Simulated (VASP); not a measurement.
Write the native input for VASP 6.6.1 that does the following.

```yaml
Task: single point
Functional: PBE
Potentials_or_basis: VASP PAW PBE potentials, release 64 (Zr_sv, F, Ba_sv, Be)
Cutoff: 520 eV
k_mesh: 1 × 1 × 1
Occupations: fermi-dirac, width 0.0655 eV
Spin: no spin polarisation
Dipole_correction: no
Further_INCAR_settings: LREAL = Auto; ALGO = Normal; EDIFF = 1e-06; NBANDS = 70; ISYM = 0
```

The structure of BaZrBe3F12 lies in POSCAR:

```
BaZrBe3F12
1.0
    6.2858920000     -0.0721330000      0.0901150000
   -0.0721330000      6.3112050000      0.0957760000
    0.0901150000      0.0957760000      6.0782540000
Zr F Ba Be
1 12 1 3
Direct
    0.6769804809      0.9195085623      0.9116542435
    0.4348127500      1.0658533244      0.6587716935
    0.6943712610      0.8639143629      0.5798366557
    0.3804047820      0.6789777752      0.9704081218
    0.0466556140      0.2942008090      0.1025182976
    0.1473376566      0.1148601879      0.4100162345
    0.6556502831      0.6359751160      0.2154682779
    0.7200976530      0.2412123581      0.3613970468
    0.7701618985      0.2196503021      0.8421630016
    0.9310351849      0.9463279545      0.0971187216
    0.5101815853      1.0021054599      0.1758367343
    0.2674050990      0.6171893359      0.3762874772
    0.8655559056      0.6828139417      0.8655548520
    0.1344339943      0.4307204673      0.7317382257
   -0.0514814671      0.1389790572      0.2604218899
    0.4245749640      0.6190279346      0.1977914065
    0.5768086534      0.0448676681      0.4339071125
```

These files were run (other wordings do the same):

INCAR

```
SYSTEM = BaZrBe3F12
  PREC = Accurate
  ENCUT = 520
  EDIFF = 1E-6
  ISMEAR = -1
  SIGMA = 0.0655
  LREAL = Auto
  LASPH = .TRUE.
  NELM = 60
  ALGO = Normal
  ISIF = 2
  LWAVE = .FALSE.
  LCHARG = .FALSE.
  GGA = PE
  ISYM = 0
  NBANDS = 70
```

KPOINTS

```
regular mesh
0
G
  1 1 1
  0 0 0
```

Potentials or basis: VASP PAW PBE potentials, release 64 (Zr_sv, F, Ba_sv, Be).

Command:

```bash
$ cat potpaw_PBE.64/Zr_sv/POTCAR potpaw_PBE.64/F/POTCAR potpaw_PBE.64/Ba_sv/POTCAR potpaw_PBE.64/Be/POTCAR > POTCAR
$ mpirun -np 1 vasp_gam > vasp.out
```

It gave:

```yaml
Pressure: 6.1 GPa
Largest_force: 2.156 eV/Å
Band_gap_on_the_k_mesh: 4.84 eV
```

Caveat: the k points lie up to 1.03 Å⁻¹ apart; spin-orbit coupling is left out, which moves the levels of the heavy elements.

It took 45 s on 1 thread of AMD EPYC 7R43 64-Core Processor (Zen 3) (shared host), peak memory 0.27 GiB.
